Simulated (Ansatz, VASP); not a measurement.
One calculation of ZnS, two programs

```
Zn S
1.0
     0.00000    2.67805    2.67805
     2.67805    0.00000    2.67805
     2.67805    2.67805    0.00000
Zn S
1 1
Cartesian
  0.0000 0.0000 0.0000
  4.0171 4.0171 4.0171
```

Alike in both runs: functional PBEsol; k mesh 10 × 10 × 10; occupations gaussian, width 0.02 eV; no spin polarisation.

Ansatz relaxed the structure, and its values are those at the end. VASP's run is a single point on that final structure, the one shown.

|  | VASP | Ansatz |
| --- | --- | --- |
| version | VASP 6.6.1 | Ansatz 0.2.0 |
| potentials or method | VASP PAW PBE potentials, release 64 (Zn, S), cutoff 520 eV | scalar-relativistic, plane waves, PAW |
| valence electrons in the cell | 18 | 18 |

```csv
,VASP,Ansatz,Ansatz less VASP
gap on the k mesh at the Fermi level (eV),2.09,2.09,-0.007
least direct gap on the mesh (eV),2.09,2.09,-0.007
pressure (GPa),0.2,0.0,-0.20
```

VASP's potentials were made for PBE, not for PBEsol. With one functional, cell and mesh, what is left measures potentials, basis and numerics.
